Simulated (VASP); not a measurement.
Wanted: the native input for a VASP 6.6.1 run.

```yaml
Task: single point
Functional: PBE
Potentials_or_basis: VASP PAW PBE potentials, release 64 (B, P)
Cutoff: 520 eV
k_mesh: 6 × 6 × 4
Occupations: gaussian, width 0.1 eV
Spin: no spin polarisation
Dipole_correction: no
Further_INCAR_settings: ALGO = Normal; EDIFF = 1e-06; NBANDS = 18
```

The structure of B2P3 lies in POSCAR:

```
B2P3
1.0
    3.7381650000      0.0000000000      0.0000000000
   -1.8690825000      3.2373458600      0.0000000000
    0.0000000000      0.0000000000      6.0135170900
B P
2 3
Direct
    0.3333333300      0.6666666700      0.8330824800
    0.6666666700      0.3333333300      0.8330824800
    0.3333333300      0.6666666700      0.3743722500
    0.6666666700      0.3333333300      0.3743722500
    0.0000000000      0.0000000000      0.6352225800
```

The input as run:

INCAR

```
SYSTEM = B2P3
  ALGO = Normal
  EDIFF = 1E-6
  ENCUT = 520
  GGA = PE
  ISIF = 2
  ISMEAR = 0
  LASPH = .True.
  LCHARG = .False.
  LREAL = .False.
  LWAVE = .False.
  NBANDS = 18
  NELM = 80
  PREC = Accurate
  SIGMA = 0.1
```

KPOINTS

```
k-points
0
Gamma
  6 6 4
  0 0 0
```

Potentials or basis: VASP PAW PBE potentials, release 64 (B, P).

The run is started by

```bash
$ cat potpaw_PBE.64/B/POTCAR potpaw_PBE.64/P/POTCAR > POTCAR
$ mpirun -np 1 vasp_std > vasp.out
```

Results of the run:

```
Pressure      : -6.0 GPa
Largest force : 0.565 eV/Å
```

Caveat: this functional lacks dispersion, which binds the layers, so the pressure and a relaxed spacing across them are unreliable.

It took 25 s on 1 thread of Intel(R) Xeon(R) Platinum 8259CL CPU @ 2.50GHz (Skylake/Cascade Lake), on a shared host, peak memory 0.18 GiB.
